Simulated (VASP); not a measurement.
# P (Cmce) in VASP: a series of runs

The runs below take P through single point, with LDA, RPBE.

Everything below comes from runs of VASP 6.6.1. Logs are shortened: lines on timing, memory, paths and dates and some standing lists are left out, and cuts for length are marked.

## 1. The cell of the first run

It takes space group Cmce (No. 64, orthorhombic). The conventional cell has a = 3.339 Å, b = 11.074 Å, c = 4.603 Å, α = 90.00°, β = 90.00°, γ = 90.00°. P (site symmetry m) has 3 P at 2.23 to 2.28 Å within 3.0 Å.

## 2. Single point, LDA (volume scaled by 1.04)

The input, INCAR:

```
PREC = Accurate
ENCUT = 520
EDIFF = 1E-7
ISMEAR = -1
SIGMA = 0.05
LREAL = F
LASPH = T
NELM = 80
ALGO = Normal
ISIF = 2
LWAVE = F
LCHARG = T
GGA = CA
LELF = T
LVHAR = T
NBANDS = 18
```

The input, KPOINTS:

```
Automatic mesh
0
Gamma
  8 8 6
```

The input, POSCAR:

```
P
1.0
    1.6694264413     -5.5369543634      0.0000000000
    1.6694264413      5.5369543634      0.0000000000
    0.0000000000      0.0000000000      4.6034271255
P
4
Direct
    0.9041431300      0.0958568700      0.5888151700
    0.0958568700      0.9041431300      0.4111848300
    0.5958568700      0.4041431300      0.0888151700
    0.4041431300      0.5958568700      0.9111848300
```

Potentials or basis: VASP PAW LDA potentials, release 64 (P).

Command:

```bash
$ cat potpaw_LDA.64/P/POTCAR > POTCAR
$ mpirun -np 1 vasp_std > vasp.out
```

OUTCAR:

```text
PREC = Accurate
   ENCUT = 520
   EDIFF = 1E-7
   ISMEAR = -1
   LREAL = F
   LASPH = T
   NELM = 80
   ISIF = 2
   GGA = CA

 ion  position               nearest neighbor table
   1  0.904  0.096  0.589-   4 2.23   4 2.23   2 2.28
   2  0.096  0.904  0.411-   3 2.23   3 2.23   1 2.28
   3  0.596  0.404  0.089-   2 2.23   2 2.23   4 2.28
   4  0.404  0.596  0.911-   1 2.23   1 2.23   3 2.28

  LATTYP: Found a base centered orthorhombic cell.
 ALAT       =     3.3388528826
 B/A-ratio  =     3.3166806434
 C/A-ratio  =     1.3787451222

  Lattice vectors:

 A1 = (   1.6694264413,  -5.5369543634,   0.0000000000)
 A2 = (   1.6694264413,   5.5369543634,   0.0000000000)
 A3 = (   0.0000000000,   0.0000000000,   4.6034271255)

Analysis of symmetry for initial positions (statically):
=====================================================================
 Subroutine PRICEL returns:
 Original cell was already a primitive cell.

 Routine SETGRP: Setting up the symmetry group for a
 base centered orthorhombic supercell.

 Subroutine GETGRP returns: Found  8 space group operations
 (whereof  4 operations were pure point group operations)
 out of a pool of  8 trial point group operations.

The static configuration has the point symmetry C_2h.
 The point group associated with its full space group is D_2h.

Analysis of symmetry for dynamics (positions and initial velocities):
=====================================================================
 Subroutine PRICEL returns:
 Original cell was already a primitive cell.

 Routine SETGRP: Setting up the symmetry group for a
 base centered orthorhombic supercell.

 Subroutine GETGRP returns: Found  8 space group operations
 (whereof  4 operations were pure point group operations)
 out of a pool of  8 trial point group operations.

The dynamic configuration has the point symmetry C_2h.
 The point group associated with its full space group is D_2h.

 Subroutine INISYM returns: Found  8 space group operations
 (whereof  4 operations are pure point group operations),
 and found     1 'primitive' translations

----------------------------------------------------------------------------------------

                                     Primitive cell

  volume of cell :      85.1039

  direct lattice vectors                    reciprocal lattice vectors
     1.669426441 -5.536954363  0.000000000     0.299504062 -0.090302352  0.000000000
[... 85 lines left out ...]
   LNONCOLLINEAR =      F non collinear calculations
   LSORBIT =      F    spin-orbit coupling
   LASPH  =      T    aspherical Exc in radial PAW
   ENCUT  =  520.0 eV  38.22 Ry    6.18 a.u.  10.75 10.75  8.56*2*pi/ulx,y,z
   NELM   =     80;   NELMIN=  2; NELMDL= -5     # of ELM steps
   EDIFF  = 0.1E-06   stopping-criterion for ELM
   LREAL  =      F    real-space projection
   EDIFFG = 0.1E-05   stopping-criterion for IOM
   NSW    =      0    number of steps for IOM
   IBRION =     -1    ionic relax: 0-MD 1-quasi-New 2-CG
   NFREE  =      0    steps in history (QN), initial steepest desc. (CG)
   ISIF   =      2    stress and relaxation
   ISYM   =      2    0-nonsym 1-usesym 2-fastsym
   POTIM  = 0.5000    time-step for ionic-motion
   TEBEG  =    0.0;   TEEND  =   0.0 temperature during run
   PSTRESS=    0.0 pullay stress
   NELECT =      20.0000    total number of electrons
   NUPDOWN=      -1.0000    fix difference up-down
   EMIN   =  10.00;   EMAX   =-10.00  energy-range for DOS
   EFERMI =   0.00;   METHOD = LEGACY
   ISMEAR =    -1;   SIGMA  =   0.05  broadening in eV -4-tet -1-fermi 0-gaus
   EFERMI_NEDOS =   21; number of points for ismear=-14 and -15
   IALGO  =     38    algorithm
   IMIX   =      4    mixing-type and parameters
     AMIX     =   0.40;   BMIX     =  1.00
     AMIX_MAG =   1.60;   BMIX_MAG =  1.00
  volume/ion in A,a.u.               =      21.28       143.58
  Fermi-wavevector in a.u.,A,eV,Ry     =   1.010264  1.909123 13.886567  1.020634
  Thomas-Fermi vector in A             =   2.143243
   LORBIT       =      0    0 simple, 1 ext, 2 COOP (PROOUT), +10 PAW based schemes
   GGA     = CA    functional components
   LHFCALC =     F    Hartree Fock is set to
   AEXX    =    0.0000 exact exchange contribution
   IVDW    =     0    specifies the selected vdW correction
   LEPSILON=     F    determine dielectric tensor
   LRPA    =     F    only Hartree local field effects (RPA)
 non-spin polarized calculation
  energy-cutoff  :      520.00
  volume of cell :       85.10
 maximum number of plane-waves:      2310
 NGX is ok and might be reduce to    48
   NGX = 21   NGY = 21   NGZ = 17

 number of electron      19.9999999 magnetization

 Free energy of the ion-electron system (eV)
  ---------------------------------------------------
  ext. energy  EPLUGINS =         0.00000000
  ---------------------------------------------------
  free energy    TOTEN  =       -23.90701701 eV

  energy without entropy =      -23.90647843  energy(sigma->0) =      -23.90674772

 E-fermi :   5.3882     XC(G=0):  -9.5201

 val. band max:        5.3638357743   @ k =   0.5000   0.5000   0.0000
 cond. band min:       5.4165431771   @ k =   0.5000   0.5000   0.0000
 fundamental gap:      0.0527074028
 Fermi energy:         5.3882199480

 k-point     1 :       0.0000    0.0000    0.0000
  band No.  band energies     occupation
      1     -10.0951      2.00000
      2      -7.4610      2.00000
      3      -4.2998      2.00000
      4      -1.1990      2.00000
      5       0.3211      2.00000
      6       0.6413      2.00000
[... 481 lines left out ...]
      5      -0.7048      2.00000
      6      -0.3076      2.00000
[... 10 lines left out ...]
     17      10.7808      0.00000
     18      11.9929      0.00000

 [... further k-points ...]
[... 5 lines left out ...]
  --------------------------------------------------------------------------------------
  -------------------------------------------------------------------------------------
  Total       -3.2550226     -2.0467433     -2.4701719      0.0000000     -0.0000000      0.0000000
  in kB      -61.2794818    -38.5322588    -46.5037812      0.0000000     -0.0000000      0.0000000
  external PRESSURE =     -48.7718406 kB  Pullay stress =       0.0000000 kB

 VOLUME and BASIS-vectors are now :
 -----------------------------------------------------------------------------
  energy-cutoff  :      520.00
  volume of cell :       85.10
      direct lattice vectors                 reciprocal lattice vectors
     1.669426441 -5.536954363  0.000000000     0.299504062 -0.090302352  0.000000000
     1.669426441  5.536954363  0.000000000     0.299504062  0.090302352  0.000000000
     0.000000000  0.000000000  4.603427125     0.000000000  0.000000000  0.217229462

 POSITION                                       TOTAL-FORCE (eV/Angst)
 -----------------------------------------------------------------------------------
      1.66943     -4.47544      2.71057         0.000000     -0.204960      0.046041
      1.66943      4.47544      1.89286         0.000000      0.204960     -0.046041
      1.66943     -1.06151      0.40885         0.000000      0.204960      0.046041
      1.66943      1.06151      4.19457         0.000000     -0.204960     -0.046041
 -----------------------------------------------------------------------------------
    total drift:                                0.000000      0.000000      0.000000

  FREE ENERGIE OF THE ION-ELECTRON SYSTEM (eV)
  ---------------------------------------------------
  free  energy   TOTEN  =       -23.9070170078 eV

  energy  without entropy=      -23.9064784343  energy(sigma->0) =      -23.90674772
```

OSZICAR:

```text
N       E                     dE             d eps       ncg     rms          rms(c)
DAV:   1     0.619909939955E+02    0.61991E+02   -0.82207E+03  3024   0.934E+02
DAV:   2    -0.198657089341E+02   -0.81857E+02   -0.78494E+02  4070   0.155E+02
DAV:   3    -0.240955232320E+02   -0.42298E+01   -0.42015E+01  3944   0.360E+01
DAV:   4    -0.241459477030E+02   -0.50424E-01   -0.50387E-01  3970   0.467E+00
DAV:   5    -0.241469592460E+02   -0.10115E-02   -0.10115E-02  3876   0.631E-01    0.996E+00
DAV:   6    -0.239817268702E+02    0.16523E+00   -0.73697E-02  3568   0.131E+00    0.584E+00
DAV:   7    -0.239075574406E+02    0.74169E-01   -0.12789E-01  3582   0.174E+00    0.251E-01
DAV:   8    -0.239069707647E+02    0.58668E-03   -0.11199E-02  3378   0.586E-01    0.137E-01
DAV:   9    -0.239070151934E+02   -0.44429E-04   -0.38023E-04  3978   0.116E-01    0.831E-02
DAV:  10    -0.239070192548E+02   -0.40614E-05   -0.55807E-05  3642   0.364E-02    0.356E-02
DAV:  11    -0.239070169975E+02    0.22572E-05   -0.74918E-06  3452   0.164E-02    0.611E-03
DAV:  12    -0.239070170078E+02   -0.10259E-07   -0.62451E-07  4064   0.435E-03
   1 F= -.23907017E+02 E0= -.23906748E+02  d E =-.538574E-03
```

Wall time 2 min (1 thread of Intel Xeon 6975P-C, shared host); peak memory 0.26 GiB.

Results:

```yaml
Free_energy: -23.9070 eV
Pressure: -4.9 GPa
Largest_force: 0.210 eV/Å
Band_gap_on_the_k_mesh: 0.05 eV, direct
```

Forces on the atoms (eV/Å):
```
P    0.000 -0.205  0.046
P    0.000  0.205 -0.046
P    0.000  0.205  0.046
P    0.000 -0.205 -0.046
```

## 3. Single point, LDA (volume scaled by 1.06)

The input, INCAR:

```
PREC = Accurate
ENCUT = 520
EDIFF = 1E-7
ISMEAR = -1
SIGMA = 0.05
LREAL = False
LASPH = True
NELM = 80
ALGO = Normal
ISIF = 2
LWAVE = False
LCHARG = False
NBANDS = 18
```

KPOINTS is that of step 2.

The input, POSCAR:

```
P
1.0
    1.6800600174     -5.5722225395      0.0000000000
    1.6800600174      5.5722225395      0.0000000000
    0.0000000000      0.0000000000      4.6327491080
P
4
Direct
    0.9041431300      0.0958568700      0.5888151700
    0.0958568700      0.9041431300      0.4111848300
    0.5958568700      0.4041431300      0.0888151700
    0.4041431300      0.5958568700      0.9111848300
```

Potentials or basis: VASP PAW LDA potentials, release 64 (P).

Command:

```bash
$ cat potpaw_LDA.64/P/POTCAR > POTCAR
$ mpirun -np 1 vasp_std > vasp.out
```

OUTCAR:

```text
PREC = Accurate
   ENCUT = 520
   EDIFF = 1E-7
   ISMEAR = -1
   LREAL = False
   LASPH = True
   NELM = 80
   ISIF = 2

 ion  position               nearest neighbor table
   1  0.904  0.096  0.589-   4 2.25   4 2.25   2 2.29
   2  0.096  0.904  0.411-   3 2.25   3 2.25   1 2.29
   3  0.596  0.404  0.089-   2 2.25   2 2.25   4 2.29
   4  0.404  0.596  0.911-   1 2.25   1 2.25   3 2.29

  LATTYP: Found a base centered orthorhombic cell.
 ALAT       =     3.3601200348
 B/A-ratio  =     3.3166806434
 C/A-ratio  =     1.3787451222

  Lattice vectors:

 A1 = (   1.6800600174,  -5.5722225395,   0.0000000000)
 A2 = (   1.6800600174,   5.5722225395,   0.0000000000)
 A3 = (   0.0000000000,   0.0000000000,   4.6327491080)

Analysis of symmetry for initial positions (statically):
=====================================================================
 Subroutine PRICEL returns:
 Original cell was already a primitive cell.

 Routine SETGRP: Setting up the symmetry group for a
 base centered orthorhombic supercell.

 Subroutine GETGRP returns: Found  8 space group operations
 (whereof  4 operations were pure point group operations)
 out of a pool of  8 trial point group operations.

The static configuration has the point symmetry C_2h.
 The point group associated with its full space group is D_2h.

Analysis of symmetry for dynamics (positions and initial velocities):
=====================================================================
 Subroutine PRICEL returns:
 Original cell was already a primitive cell.

 Routine SETGRP: Setting up the symmetry group for a
 base centered orthorhombic supercell.

 Subroutine GETGRP returns: Found  8 space group operations
 (whereof  4 operations were pure point group operations)
 out of a pool of  8 trial point group operations.

The dynamic configuration has the point symmetry C_2h.
 The point group associated with its full space group is D_2h.

 Subroutine INISYM returns: Found  8 space group operations
[... 116 lines left out ...]
   ISMEAR =    -1;   SIGMA  =   0.05  broadening in eV -4-tet -1-fermi 0-gaus
   EFERMI_NEDOS =   21; number of points for ismear=-14 and -15
   IALGO  =     38    algorithm
   IMIX   =      4    mixing-type and parameters
     AMIX     =   0.40;   BMIX     =  1.00
     AMIX_MAG =   1.60;   BMIX_MAG =  1.00
  volume/ion in A,a.u.               =      21.69       146.34
  Fermi-wavevector in a.u.,A,eV,Ry     =   1.003870  1.897039 13.711340  1.007755
  Thomas-Fermi vector in A             =   2.136450
   LORBIT       =      0    0 simple, 1 ext, 2 COOP (PROOUT), +10 PAW based schemes
   GGA     = CA    functional components
   LHFCALC =     F    Hartree Fock is set to
   AEXX    =    0.0000 exact exchange contribution
   IVDW    =     0    specifies the selected vdW correction
   LEPSILON=     F    determine dielectric tensor
   LRPA    =     F    only Hartree local field effects (RPA)
 non-spin polarized calculation
  energy-cutoff  :      520.00
  volume of cell :       86.74
 maximum number of plane-waves:      2370
 NGX is ok and might be reduce to    48
   NGX = 21   NGY = 21   NGZ = 17

 number of electron      19.9999999 magnetization

 Free energy of the ion-electron system (eV)
  ---------------------------------------------------
  ext. energy  EPLUGINS =         0.00000000
  ---------------------------------------------------
  free energy    TOTEN  =       -23.85195681 eV

  energy without entropy =      -23.85148834  energy(sigma->0) =      -23.85172258

 E-fermi :   5.1873     XC(G=0):  -9.4441

 val. band max:        5.1442069579   @ k =   0.5000   0.5000   0.0000
 cond. band min:       5.2343002946   @ k =   0.5000   0.5000   0.0000
 fundamental gap:      0.0900933367
 Fermi energy:         5.1872567514

 k-point     1 :       0.0000    0.0000    0.0000
  band No.  band energies     occupation
      1     -10.1336      2.00000
      2      -7.5574      2.00000
      3      -4.4461      2.00000
      4      -1.2815      2.00000
      5       0.0629      2.00000
      6       0.5416      2.00000
[... 481 lines left out ...]
      5      -0.7951      2.00000
      6      -0.4165      2.00000
[... 10 lines left out ...]
     17      10.5743      0.00000
     18      11.7719      0.00000

 [... further k-points ...]
[... 5 lines left out ...]
  --------------------------------------------------------------------------------------
  -------------------------------------------------------------------------------------
  Total       -4.0344332     -2.5504657     -3.0658338      0.0000000     -0.0000000      0.0000000
  in kB      -74.5196988    -47.1094507    -56.6287748      0.0000000     -0.0000000      0.0000000
  external PRESSURE =     -59.4193081 kB  Pullay stress =       0.0000000 kB

 VOLUME and BASIS-vectors are now :
 -----------------------------------------------------------------------------
  energy-cutoff  :      520.00
  volume of cell :       86.74
      direct lattice vectors                 reciprocal lattice vectors
     1.680060017 -5.572222540  0.000000000     0.297608416 -0.089730802  0.000000000
     1.680060017  5.572222540  0.000000000     0.297608416  0.089730802  0.000000000
     0.000000000  0.000000000  4.632749108     0.000000000  0.000000000  0.215854556

 POSITION                                       TOTAL-FORCE (eV/Angst)
 -----------------------------------------------------------------------------------
      1.68006     -4.50395      2.72783         0.000000     -0.312106      0.136010
      1.68006      4.50395      1.90492         0.000000      0.312106     -0.136010
      1.68006     -1.06827      0.41146         0.000000      0.312106      0.136010
      1.68006      1.06827      4.22129         0.000000     -0.312106     -0.136010
 -----------------------------------------------------------------------------------
    total drift:                                0.000000     -0.000000      0.000000

  FREE ENERGIE OF THE ION-ELECTRON SYSTEM (eV)
  ---------------------------------------------------
  free  energy   TOTEN  =       -23.8519568129 eV

  energy  without entropy=      -23.8514883386  energy(sigma->0) =      -23.85172258
```

OSZICAR:

```text
N       E                     dE             d eps       ncg     rms          rms(c)
DAV:   1     0.614026198977E+02    0.61403E+02   -0.81816E+03  3024   0.931E+02
DAV:   2    -0.196585082193E+02   -0.81061E+02   -0.77560E+02  4044   0.151E+02
DAV:   3    -0.240262993811E+02   -0.43678E+01   -0.43387E+01  3974   0.363E+01
DAV:   4    -0.240787733362E+02   -0.52474E-01   -0.52430E-01  3918   0.471E+00
DAV:   5    -0.240798554645E+02   -0.10821E-02   -0.10820E-02  3932   0.649E-01    0.967E+00
DAV:   6    -0.239238950476E+02    0.15596E+00   -0.66729E-02  3536   0.124E+00    0.567E+00
DAV:   7    -0.238523585331E+02    0.71537E-01   -0.11783E-01  3528   0.166E+00    0.228E-01
DAV:   8    -0.238519127359E+02    0.44580E-03   -0.97439E-03  3402   0.544E-01    0.128E-01
DAV:   9    -0.238519524495E+02   -0.39714E-04   -0.33607E-04  4026   0.107E-01    0.802E-02
DAV:  10    -0.238519588113E+02   -0.63618E-05   -0.44552E-05  3618   0.323E-02    0.338E-02
DAV:  11    -0.238519568073E+02    0.20040E-05   -0.67578E-06  3468   0.154E-02    0.449E-03
DAV:  12    -0.238519568129E+02   -0.55475E-08   -0.60139E-07  3940   0.426E-03
   1 F= -.23851957E+02 E0= -.23851723E+02  d E =-.468474E-03
```

Wall time 2 min (1 thread of Intel Xeon 6975P-C, shared host); peak memory 0.26 GiB.

What came out:

```yaml
Free_energy: -23.8520 eV
Pressure: -5.9 GPa
Largest_force: 0.340 eV/Å
Band_gap_on_the_k_mesh: 0.09 eV, direct
```

Forces in eV/Å, atoms in the order of the input:
```
P    0.000 -0.312  0.136
P    0.000  0.312 -0.136
P    0.000  0.312  0.136
P    0.000 -0.312 -0.136
```

Stress tensor (GPa, compression positive):
```
-7.45  0.00  0.00
 0.00 -4.71  0.00
 0.00  0.00 -5.66
```

 A k mesh can miss the band edges.

(Continued in part 2 of 2.)
